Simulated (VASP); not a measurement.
Set up this calculation in VASP 6.6.1, as the native input.

```
Task                   : relaxation of cell and atoms
Functional             : PBE
Potentials or basis    : VASP PAW PBE potentials, release 64 (Nb_sv, B)
Cutoff                 : 600 eV
k mesh                 : 12 × 12 × 18
Occupations            : gaussian, width 0.1 eV
Spin                   : no spin polarisation
Dipole correction      : no
Further INCAR settings : ALGO = Normal; EDIFF = 1e-06; IBRION = 2; EDIFFG = -0.01; NSW = 100; ISIF = 3
```

The structure of Nb2B lies in POSCAR:

```
Nb2B
1.0
    4.3971194348      0.0000000000      0.0000000000
   -2.1985597174      3.8080171340      0.0000000000
    0.0000000000      0.0000000000      2.6725088280
Nb B
2 1
Direct
    0.3333333333      0.6666666667      0.5000000000
    0.6666666667      0.3333333333      0.5000000000
    0.0000000000      0.0000000000      0.0000000000
```

The input as run:

INCAR

```
SYSTEM = Nb2B
ALGO = Normal
EDIFF = 1E-6
EDIFFG = -0.01
ENCUT = 600
GGA = PE
IBRION = 2
ISIF = 3
ISMEAR = 0
LASPH = .TRUE.
LCHARG = .FALSE.
LREAL = .FALSE.
LWAVE = .FALSE.
NELM = 100
NSW = 100
PREC = Accurate
SIGMA = 0.1
```

KPOINTS

```
k-points
0
G
  12 12 18
  0 0 0
```

Potentials or basis: VASP PAW PBE potentials, release 64 (Nb_sv, B).

Command:

```console
$ cat potpaw_PBE.64/Nb_sv/POTCAR potpaw_PBE.64/B/POTCAR > POTCAR
$ mpirun -np 1 vasp_std > vasp.out
```

It gave:

```
Relaxed volume                         : 14.95 Å³/atom
Relaxed cell                           : a = 4.407 Å, b = 4.407 Å, c = 2.668 Å, α = 90.00°, β = 90.00°, γ = 120.00°
Space group after relaxing (to 0.05 Å) : P6/mmm (No. 191)
Energy gained by relaxing              : 0.2 meV/atom
Ionic steps                            : 3
Pressure after relaxing                : -0.1 GPa
```

It took 7.4 min on 1 thread of Intel(R) Xeon(R) Platinum 8375C CPU @ 2.90GHz (Ice Lake), with other jobs on the host, peak memory 0.32 GiB.
